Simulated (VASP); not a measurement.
A run of VASP 6.6.1 is set up as follows.

INCAR

```
SYSTEM = MnS
PREC     = Accurate       ! precision mode
ENCUT    = 520            ! plane-wave cutoff, eV
EDIFF    = 1E-6           ! SCF threshold, eV
ISMEAR   = 0              ! smearing method
SIGMA    = 0.026000000000000002 ! smearing width, eV
LREAL    = .FALSE.        ! projectors in reciprocal space
LASPH    = .TRUE.         ! aspherical terms in the spheres
NELM     = 150            ! most SCF steps
ALGO     = Normal         ! electronic algorithm
ISIF     = 2              ! what is computed and relaxed
LWAVE    = .FALSE.        ! write WAVECAR
LCHARG   = .TRUE.         ! write CHGCAR
ISPIN    = 2              ! spin polarisation
MAGMOM   = 4 0            ! initial moments
LORBIT   = 11             ! projections on sites
LMAXMIX  = 4              ! l up to which the mixer works
GGA      = PE             ! functional
LELF     = .TRUE.         ! ELF
LVHAR    = .TRUE.       
NBANDS   = 20             ! bands
```

The input KPOINTS:

```
Automatic mesh
0
G
  9 9 9
  0 0 0
```

Contents of POSCAR:

```
MnS
1.0
    0.0000000000      2.4734634191      2.4734634191
    2.4734634191      0.0000000000      2.4734634191
    2.4734634191      2.4734634191      0.0000000000
Mn S
1 1
Direct
    0.0000000000      0.0000000000      0.0000000000
    0.7500000000      0.7500000000      0.7500000000
```

Potentials or basis: VASP PAW PBE potentials, release 64 (Mn_pv, S).

Launch:

```bash
$ cat potpaw_PBE.64/Mn_pv/POTCAR potpaw_PBE.64/S/POTCAR > POTCAR
$ mpirun -np 1 vasp_std > vasp.out
```

Q: Estimate the pressure.

A: 3.0 GPa.

Q: Predict the net moment.

A: -0.23 μB per cell.

Caveat: the moment fell far below its start of 4 μB, so a state of higher moment may lie lower in energy.
